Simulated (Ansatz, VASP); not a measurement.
# Two plane-wave programs on AlCo

```
Al Co
1.0
     2.77711    0.00000    0.00000
     0.00000    2.77711    0.00000
     0.00000    0.00000    2.90399
Al Co
1 1
Cartesian
  0.0000 0.0000 0.0000
  1.3886 1.3886 1.4520
```

Change from the starting cell: strain -0.015 along x and y, +0.030 along z, atoms carried along.

Alike in both runs: task single point; functional PBEsol; k mesh 16 × 16 × 16; occupations gaussian, width 0.15 eV; no spin polarisation.

|  | VASP | Ansatz |
| --- | --- | --- |
| version | VASP 6.6.1 | Ansatz 0.2.0 |
| potentials or method | VASP PAW PBE potentials, release 64 (Al, Co), cutoff 520 eV | scalar-relativistic, plane waves, PAW |
| valence electrons in the cell | 12 | 20 |

```tsv
	VASP	Ansatz	Ansatz less VASP
gap on the k mesh at the Fermi level (eV)	none	none	-
pressure (GPa)	0.7	1.1	+0.38
traceless stress, the component that is largest in VASP (GPa)	-4.08	-4.07	+0.012
```

VASP's potentials were made for PBE, not for PBEsol. A gap of «none» marks a metal or a gap that the smearing closes. The functional is the same, so the differences come from potentials, cutoffs and numerics. VASP's potentials hold 12 valence electrons a cell and Ansatz's 20, so a difference there can come from the potentials and not from the codes.
